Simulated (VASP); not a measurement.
Input of a VASP 6.6.1 run:

Contents of INCAR:

```
SYSTEM = Na3Te3MoO3
PREC     = Accurate       ! precision mode
ENCUT    = 520            ! plane-wave cutoff, eV
EDIFF    = 1E-6           ! SCF threshold, eV
ISMEAR   = -1             ! smearing method
SIGMA    = 0.001          ! smearing width, eV
LREAL    = .FALSE.        ! projectors in reciprocal space
LASPH    = .TRUE.         ! aspherical terms in the spheres
NELM     = 60             ! most SCF steps
ALGO     = Normal         ! electronic algorithm
ISIF     = 2              ! what is computed and relaxed
LWAVE    = .FALSE.        ! write WAVECAR
LCHARG   = .FALSE.        ! write CHGCAR
GGA      = PE             ! functional
NBANDS   = 46             ! bands
```

Contents of KPOINTS:

```
regular mesh
0
G
  4 4 4
  0 0 0
```

The input POSCAR:

```
Na3Te3MoO3
1.0
    0.0000000000     -3.6363440000      5.2313420000
    3.0725750000     -1.9448100000     -5.2313420000
    6.6051980000      0.0000000000      0.0000000000
Na Te O Mo
3 3 3 1
Direct
    0.2275000000      0.4550000000      0.3175000000
    0.7349000000      0.4698000000      0.7953000000
    0.5100000000      0.0200000000      0.4700000000
    0.8246000000      0.9566000000      0.6908000000
    0.3526000000      0.1772000000      0.6908000000
    0.1320000000      0.4846000000      0.6908000000
    0.2542000000      0.1548000000      0.1533000000
    0.6919000000      0.9461000000      0.1533000000
    0.9006000000      0.5925000000      0.1533000000
    0.0000000000      0.0000000000      0.0000000000
```

Potentials or basis: VASP PAW PBE potentials, release 64 (Na_pv, Te, O, Mo_sv).

Launch:

```console
$ cat potpaw_PBE.64/Na_pv/POTCAR potpaw_PBE.64/Te/POTCAR potpaw_PBE.64/O/POTCAR potpaw_PBE.64/Mo_sv/POTCAR > POTCAR
$ mpirun -np 1 vasp_std > vasp.out
```

(1) What does it give for the largest force?

(2) What does it give for the pressure?

(3) Predict the band gap on the k mesh.

## Answers

(1) 18.815 eV/Å.

(2) 19.1 GPa.

(3) zero (an odd number of electrons rules out a gap without spin polarisation).

Caveat: the cell stands under pressure; spin-orbit coupling is left out, which moves the levels of the heavy elements; an odd number of electrons without spin polarisation forces a metal; a magnetic or distorted state may lie lower.
